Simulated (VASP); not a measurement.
# AgI (P6_3mc) in VASP: single point with PBEsol

Aim: the single point of AgI with PBEsol.

All numbers are computed with VASP 6.6.1; they aren't measurements. Logs are shortened: lines on timing, memory, paths and dates and some standing lists are left out, and cuts for length are marked.

### Step 1. The cell of the first run

Symmetry: P6_3mc, No. 186, hexagonal system. Conventional cell: a = 4.559 Å, b = 4.559 Å, c = 7.454 Å, α = 90.00°, β = 90.00°, γ = 120.00°. Within 3.7 Å of Ag (site symmetry 3m) lie 4 I at 2.79 Å. I (site symmetry 3m) has 4 Ag at 2.79 Å within 3.7 Å.

### Step 2. Single point, PBEsol

Input file INCAR:

```
SYSTEM = AgI
PREC = Accurate
ENCUT = 500
EDIFF = 1E-6
ISMEAR = -1
SIGMA = 0.1
LREAL = .FALSE.
LASPH = .TRUE.
NELM = 120
ALGO = Normal
ISIF = 2
LWAVE = .FALSE.
LCHARG = .TRUE.
GGA = PS
LELF = .TRUE.
LVHAR = .TRUE.
NBANDS = 26
GGA_COMPAT = .FALSE.
```

Input file KPOINTS:

```
Automatic mesh
0
G
  8 8 4
  0 0 0
```

Input file POSCAR:

```
AgI
1.0
    4.5590943531      0.0000000000      0.0000000000
   -2.2795471766      3.9482915281      0.0000000000
    0.0000000000      0.0000000000      7.4539506215
Ag I
2 2
Direct
    0.6666666667      0.3333333333      0.6275530629
    0.3333333333      0.6666666667      0.1275530629
    0.6666666667      0.3333333333      0.0024469371
    0.3333333333      0.6666666667      0.5024469371
```

Potentials or basis: VASP PAW PBE potentials, release 64 (Ag, I).

Command:

```bash
cat potpaw_PBE.64/Ag/POTCAR potpaw_PBE.64/I/POTCAR > POTCAR
mpirun -np 1 vasp_std > vasp.out
```

OUTCAR:

```text
SYSTEM = AgI
   PREC = Accurate
   ENCUT = 500
   EDIFF = 1E-6
   ISMEAR = -1
   LREAL = .FALSE.
   LASPH = .TRUE.
   NELM = 120
   ISIF = 2
   GGA = PS

 ion  position               nearest neighbor table
   1  0.667  0.333  0.628-   4 2.79   4 2.79   4 2.79   3 2.79
   2  0.333  0.667  0.128-   3 2.79   3 2.79   3 2.79   4 2.79
   3  0.667  0.333  0.002-   2 2.79   2 2.79   2 2.79   1 2.79
   4  0.333  0.667  0.502-   1 2.79   1 2.79   1 2.79   2 2.79

  LATTYP: Found a hexagonal cell.
 ALAT       =     4.5590943531
 C/A-ratio  =     1.6349630089

  Lattice vectors:

 A1 = (   4.5590943531,   0.0000000000,   0.0000000000)
 A2 = (  -2.2795471766,   3.9482915281,   0.0000000000)
 A3 = (   0.0000000000,   0.0000000000,   7.4539506215)

Analysis of symmetry for initial positions (statically):
=====================================================================
 Subroutine PRICEL returns:
 Original cell was already a primitive cell.

 Routine SETGRP: Setting up the symmetry group for a
 hexagonal supercell.

 Subroutine GETGRP returns: Found 12 space group operations
 (whereof  6 operations were pure point group operations)
 out of a pool of 24 trial point group operations.

The static configuration has the point symmetry C_3v.
 The point group associated with its full space group is C_6v.

Analysis of symmetry for dynamics (positions and initial velocities):
=====================================================================
 Subroutine PRICEL returns:
 Original cell was already a primitive cell.

 Routine SETGRP: Setting up the symmetry group for a
 hexagonal supercell.

 Subroutine GETGRP returns: Found 12 space group operations
 (whereof  6 operations were pure point group operations)
 out of a pool of 24 trial point group operations.

The dynamic configuration has the point symmetry C_3v.
 The point group associated with its full space group is C_6v.

 Subroutine INISYM returns: Found 12 space group operations
 (whereof  6 operations are pure point group operations),
 and found     1 'primitive' translations

----------------------------------------------------------------------------------------

                                     Primitive cell

  volume of cell :     134.1758

  direct lattice vectors                    reciprocal lattice vectors
     4.559094353  0.000000000  0.000000000     0.219341808  0.126637052  0.000000000
    -2.279547177  3.948291528  0.000000000     0.000000000  0.253274104  0.000000000
     0.000000000  0.000000000  7.453950621     0.000000000  0.000000000  0.134157046

  length of vectors
     4.559094353  4.559094353  7.453950621     0.253274104  0.253274104  0.134157046

  position of ions in fractional coordinates (direct lattice)
     0.666666667  0.333333333  0.627553063
     0.333333333  0.666666667  0.127553063
     0.666666667  0.333333333  0.002446937
     0.333333333  0.666666667  0.502446937

  ion indices of the primitive-cell ions
   primitive index   ion index
                 1           1
                 2           2
                 3           3
                 4           4

----------------------------------------------------------------------------------------

 KPOINTS: Automatic mesh

Automatic generation of k-mesh.
 Grid dimensions read from file:
 generate k-points for:    8    8    4

 Generating k-lattice:

  Cartesian coordinates                     Fractional coordinates (reciprocal lattice)
     0.027417726  0.015829632  0.000000000     0.125000000  0.000000000  0.000000000
     0.000000000  0.031659263  0.000000000     0.000000000  0.125000000  0.000000000
     0.000000000  0.000000000  0.033539262     0.000000000  0.000000000  0.250000000

  Length of vectors
     0.031659263  0.031659263  0.033539262

  Shift w.r.t. Gamma in fractional coordinates (k-lattice)
     0.000000000  0.000000000  0.000000000

 Subroutine IBZKPT returns following result:
 ===========================================

 Found     30 irreducible k-points:

 Following reciprocal coordinates:
            Coordinates               Weight
  0.000000  0.000000  0.000000      1.000000
  0.125000  0.000000  0.000000      6.000000
  0.250000  0.000000  0.000000      6.000000
  0.375000  0.000000  0.000000      6.000000
  0.500000  0.000000  0.000000      3.000000
  0.125000  0.125000  0.000000      6.000000
[... 16 lines left out ...]
  0.250000  0.000000  0.500000      6.000000
  0.375000  0.000000  0.500000      6.000000
 [... further k-points ...]
   k-points           NKPTS =     30   k-points in BZ     NKDIM =     30   number of bands    NBANDS=     26
   number of dos      NEDOS =    301   number of ions     NIONS =      4
   total plane-waves  NPLWV =  69984
   dimension x,y,z NGX =    36 NGY =   36 NGZ =   54
   dimension x,y,z NGXF=    72 NGYF=   72 NGZF=  108
   ions per type =               2   2
   NGX,Y,Z   is equivalent  to a cutoff of  13.13, 13.13, 12.04 a.u.
   NGXF,Y,Z  is equivalent  to a cutoff of  26.25, 26.25, 24.09 a.u.
 SYSTEM =  AgI
   PREC   = accura    normal or accurate (medium, high low for compatibility)
   ISTART =      0    job   : 0-new  1-cont  2-samecut
   ICHARG =      2    charge: 1-file 2-atom 10-const
   ISPIN  =      1    spin polarized calculation?
   LNONCOLLINEAR =      F non collinear calculations
   LSORBIT =      F    spin-orbit coupling
   LASPH  =      T    aspherical Exc in radial PAW
   ENCUT  =  500.0 eV  36.75 Ry    6.06 a.u.   8.31  8.31 13.59*2*pi/ulx,y,z
   NELM   =    120;   NELMIN=  2; NELMDL= -5     # of ELM steps
   EDIFF  = 0.1E-05   stopping-criterion for ELM
   LREAL  =      F    real-space projection
   EDIFFG = 0.1E-04   stopping-criterion for IOM
   NSW    =      0    number of steps for IOM
   IBRION =     -1    ionic relax: 0-MD 1-quasi-New 2-CG
   NFREE  =      0    steps in history (QN), initial steepest desc. (CG)
   ISIF   =      2    stress and relaxation
   ISYM   =      2    0-nonsym 1-usesym 2-fastsym
   POTIM  = 0.5000    time-step for ionic-motion
   TEBEG  =    0.0;   TEEND  =   0.0 temperature during run
   PSTRESS=    0.0 pullay stress
   NELECT =      36.0000    total number of electrons
   NUPDOWN=      -1.0000    fix difference up-down
   EMIN   =  10.00;   EMAX   =-10.00  energy-range for DOS
   EFERMI =   0.00;   METHOD = LEGACY
   ISMEAR =    -1;   SIGMA  =   0.10  broadening in eV -4-tet -1-fermi 0-gaus
   EFERMI_NEDOS =   21; number of points for ismear=-14 and -15
   IALGO  =     38    algorithm
   IMIX   =      4    mixing-type and parameters
     AMIX     =   0.40;   BMIX     =  1.00
     AMIX_MAG =   1.60;   BMIX_MAG =  1.00
  volume/ion in A,a.u.               =      33.54       226.37
  Fermi-wavevector in a.u.,A,eV,Ry     =   1.055887  1.995338 15.169108  1.114898
  Thomas-Fermi vector in A             =   2.191102
   LORBIT       =      0    0 simple, 1 ext, 2 COOP (PROOUT), +10 PAW based schemes
   GGA     = PS    functional components
   LHFCALC =     F    Hartree Fock is set to
   AEXX    =    0.0000 exact exchange contribution
   IVDW    =     0    specifies the selected vdW correction
   LEPSILON=     F    determine dielectric tensor
   LRPA    =     F    only Hartree local field effects (RPA)
 non-spin polarized calculation
  energy-cutoff  :      500.00
  volume of cell :      134.18
 maximum number of plane-waves:      3424
 NGX is ok and might be reduce to    36
   NGX = 17   NGY = 17   NGZ = 27

 number of electron      36.0000003 magnetization

 Free energy of the ion-electron system (eV)
  ---------------------------------------------------
  ext. energy  EPLUGINS =         0.00000000
  ---------------------------------------------------
  free energy    TOTEN  =       -10.90960597 eV

  energy without entropy =      -10.90952632  energy(sigma->0) =      -10.90956614

 E-fermi :   3.9678     XC(G=0):  -8.7269

 val. band max:        3.2410176539   @ k =   0.0000   0.0000   0.0000
 cond. band min:       4.4738592698   @ k =   0.0000   0.0000   0.0000
 fundamental gap:      1.2328416159
 Fermi energy:         3.9678322675

 k-point     1 :       0.0000    0.0000    0.0000
  band No.  band energies     occupation
      1      -9.7273      2.00000
      2      -9.4136      2.00000
      3      -1.1074      2.00000
      4      -1.1043      2.00000
      5      -1.1043      2.00000
      6      -1.0884      2.00000
[... 18 lines left out ...]
     25       9.8026      0.00000
     26      10.5175      0.00000

 k-point     2 :       0.1250    0.0000    0.0000
  band No.  band energies     occupation
      1      -9.6886      2.00000
      2      -9.3942      2.00000
      3      -1.1442      2.00000
      4      -1.0804      2.00000
      5      -1.0775      2.00000
      6      -1.0211      2.00000
[... 18 lines left out ...]
     25      10.1223      0.00000
     26      10.2352      0.00000

 k-point     3 :       0.2500    0.0000    0.0000
  band No.  band energies     occupation
      1      -9.5888      2.00000
      2      -9.3504      2.00000
      3      -1.2220      2.00000
      4      -1.0607      2.00000
      5      -1.0155      2.00000
      6      -0.9379      2.00000
[... 18 lines left out ...]
     25      10.2191      0.00000
     26      10.6615      0.00000

 k-point     4 :       0.3750    0.0000    0.0000
  band No.  band energies     occupation
      1      -9.4744      2.00000
      2      -9.3168      2.00000
      3      -1.2583      2.00000
      4      -1.1035      2.00000
      5      -0.9598      2.00000
      6      -0.8233      2.00000
[... 18 lines left out ...]
     25      10.5768      0.00000
     26      11.4359      0.00000

 k-point     5 :       0.5000    0.0000    0.0000
  band No.  band energies     occupation
      1      -9.4164      2.00000
      2      -9.3120      2.00000
      3      -1.2385      2.00000
      4      -1.1488      2.00000
      5      -0.9391      2.00000
      6      -0.7662      2.00000
[... 18 lines left out ...]
     25      10.6956      0.00000
     26      12.3651      0.00000

 k-point     6 :       0.1250    0.1250    0.0000
  band No.  band energies     occupation
      1      -9.6191      2.00000
      2      -9.3627      2.00000
      3      -1.1747      2.00000
      4      -1.0768      2.00000
      5      -1.0375      2.00000
      6      -0.9673      2.00000
[... 427 lines left out ...]
 k-point    21 :       0.0000    0.0000    0.5000
  band No.  band energies     occupation
      1      -9.5744      2.00000
      2      -9.5744      2.00000
      3      -1.2097      2.00000
      4      -1.2097      2.00000
      5      -1.0437      2.00000
      6      -1.0437      2.00000
[... 18 lines left out ...]
     25       9.1855      0.00000
     26       9.1855      0.00000

 k-point    22 :       0.1250    0.0000    0.5000
  band No.  band energies     occupation
      1      -9.5445      2.00000
      2      -9.5445      2.00000
      3      -1.2324      2.00000
      4      -1.2324      2.00000
      5      -1.0141      2.00000
      6      -1.0141      2.00000
[... 18 lines left out ...]
     25       9.4501      0.00000
     26       9.4501      0.00000

 k-point    23 :       0.2500    0.0000    0.5000
  band No.  band energies     occupation
      1      -9.4708      2.00000
      2      -9.4708      2.00000
      3      -1.2891      2.00000
      4      -1.2891      2.00000
      5      -0.9278      2.00000
      6      -0.9278      2.00000
[... 18 lines left out ...]
     25      10.0485      0.00000
     26      10.0485      0.00000

 k-point    24 :       0.3750    0.0000    0.5000
  band No.  band energies     occupation
      1      -9.3945      2.00000
      2      -9.3945      2.00000
      3      -1.3386      2.00000
      4      -1.3386      2.00000
      5      -0.8409      2.00000
      6      -0.8409      2.00000
[... 18 lines left out ...]
     25      10.5042      0.00000
     26      10.5042      0.00000

 [... further k-points ...]

------------------------ aborting loop because EDIFF is reached ----------------------------------------

  FORCE on cell =-STRESS in cart. coord.  units (eV):
  Direction    XX          YY          ZZ          XY          YZ          ZX
  --------------------------------------------------------------------------------------
  -------------------------------------------------------------------------------------
  Total       -0.0304817     -0.0304817     -0.0348303      0.0000000     -0.0000000      0.0000000
  in kB       -0.3639784     -0.3639784     -0.4159048      0.0000000     -0.0000000      0.0000000
  external PRESSURE =      -0.3812872 kB  Pullay stress =       0.0000000 kB

 VOLUME and BASIS-vectors are now :
 -----------------------------------------------------------------------------
  energy-cutoff  :      500.00
  volume of cell :      134.18
      direct lattice vectors                 reciprocal lattice vectors
     4.559094353  0.000000000  0.000000000     0.219341808  0.126637052  0.000000000
    -2.279547177  3.948291528  0.000000000     0.000000000  0.253274104  0.000000000
     0.000000000  0.000000000  7.453950621     0.000000000  0.000000000  0.134157046

 POSITION                                       TOTAL-FORCE (eV/Angst)
 -----------------------------------------------------------------------------------
      2.27955      1.31610      4.67775         0.000000     -0.000000     -0.000453
     -0.00000      2.63219      0.95077        -0.000000      0.000000     -0.000453
      2.27955      1.31610      0.01824        -0.000000     -0.000000      0.000453
     -0.00000      2.63219      3.74521         0.000000      0.000000      0.000453
 -----------------------------------------------------------------------------------
    total drift:                               -0.000000      0.000000      0.001969

  FREE ENERGIE OF THE ION-ELECTRON SYSTEM (eV)
  ---------------------------------------------------
  free  energy   TOTEN  =       -10.9096059654 eV

  energy  without entropy=      -10.9095263204  energy(sigma->0) =      -10.90956614
```

Run time: 2 min. Hardware: 1 thread of AMD EPYC 7R43 (Zen 3), shared host; peak memory 0.25 GiB.

What came out:

- Free energy: -10.9096 eV
- Pressure: 0.0 GPa
- Band gap on the k mesh: 1.23 eV

Levels at points of the mesh, in eV from the valence-band top:
```
           k point  band 14  band 15  band 16  band 17  band 18  band 19  band 20  band 21  band 22  band 23
(0.00, 0.00, 0.00)    -0.75    -0.75    -0.07     0.00     0.00     1.23     2.51     5.63     5.63     5.78
(0.50, 0.00, 0.00)    -2.73    -2.31    -1.88    -1.10    -0.76     3.25     3.46     4.67     5.83     6.13
(0.00, 0.00, 0.50)    -1.77    -0.39    -0.39    -0.39    -0.39     2.56     2.56     5.52     5.52     5.94
(0.50, 0.00, 0.50)    -2.92    -1.31    -1.31    -1.30    -1.30     3.13     3.13     4.74     4.74     7.26
```

Caveat: the PAW data sets were made with another functional, which shifts forces and pressure a little; spin-orbit coupling is left out, which moves the levels of the heavy elements.
